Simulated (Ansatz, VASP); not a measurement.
## One calculation of AlCo, two programs

Contents of INCAR:

```
SYSTEM = AlCo
ALGO     = Normal         ! electronic algorithm
EDIFF    = 1E-6           ! SCF threshold, eV
ENCUT    = 520            ! plane-wave cutoff, eV
GGA      = PE             ! functional
ISIF     = 2              ! what is computed and relaxed
ISMEAR   = 0              ! smearing method
ISPIN    = 2              ! spin polarisation
LASPH    = .TRUE.         ! aspherical terms in the spheres
LCHARG   = .TRUE.         ! write CHGCAR
LELF     = .TRUE.         ! ELF
LMAXMIX  = 4              ! l up to which the mixer works
LORBIT   = 11             ! projections on sites
LREAL    = .FALSE.        ! projectors in reciprocal space
LVHAR    = .TRUE.       
LWAVE    = .FALSE.        ! write WAVECAR
MAGMOM   = -0.01 0.16     ! initial moments
NBANDS   = 17             ! bands
NELM     = 150            ! most SCF steps
PREC     = Accurate       ! precision mode
SIGMA    = 0.15           ! smearing width, eV
```

Contents of KPOINTS:

```
k-points
0
G
  18 18 18
  0 0 0
```

Contents of POSCAR:

```
AlCo
1.0
    2.8300373339      0.1768773334      0.1768773334
    0.1768773334      2.8300373339      0.1768773334
    0.1768773334      0.1768773334      2.8300373339
Al Co
1 1
Direct
    0.0000000000      0.0000000000      0.0000000000
    0.5000000000      0.5000000000      0.5000000000
```

Input for Ansatz:

```yaml
crystal:
  lattice:
    - [2.8300373339, 0.1768773334, 0.1768773334]
    - [0.1768773334, 2.8300373339, 0.1768773334]
    - [0.1768773334, 0.1768773334, 2.8300373339]
  atoms:
    - { symbol: Al, position: [0.0, 0.0, 0.0], spin: -0.01 }
    - { symbol: Co, position: [0.5, 0.5, 0.5], spin: 0.16 }
basis:
  ecutwfc: 420
kpoints:
  mp_grid: { grid: [18, 18, 18] }
hamiltonian:
  xc: pbe
scf:
  occupations: { method: gaussian, width: 0.15 }
output:
  forces: true
  stress: true
  eigenvalues: true
  populations: true
magnetization:
  spin_polarized: true
```

Alike in both runs: task single point; functional PBE; k mesh 18 × 18 × 18; occupations gaussian, width 0.15 eV; collinear spin.

|  | VASP | Ansatz |
| --- | --- | --- |
| version | VASP 6.6.1 | Ansatz 0.2.0 |
| potentials or method | VASP PAW PBE potentials, release 64 (Al, Co), cutoff 520 eV | scalar-relativistic, plane waves, PAW |
| valence electrons in the cell | 12 | 20 |

|  | VASP | Ansatz | Ansatz less VASP |
| --- | --- | --- | --- |
| gap on the k mesh at the Fermi level (eV) | none | none | - |
| pressure (GPa) | 12.5 | 12.5 | +0.02 |
| traceless stress, the component that is largest in VASP (GPa) | -12.89 | -12.99 | -0.100 |
| net moment per atom (μB) | 0.00 | 0.00 | 0.000 |

A gap of «none» marks a metal or a gap that the smearing closes. With one functional, cell and mesh, what is left measures potentials, basis and numerics. VASP's potentials hold 12 valence electrons a cell and Ansatz's 20, so a difference there can come from the potentials and not from the codes. Ansatz's warnings: seeded moment not kept.
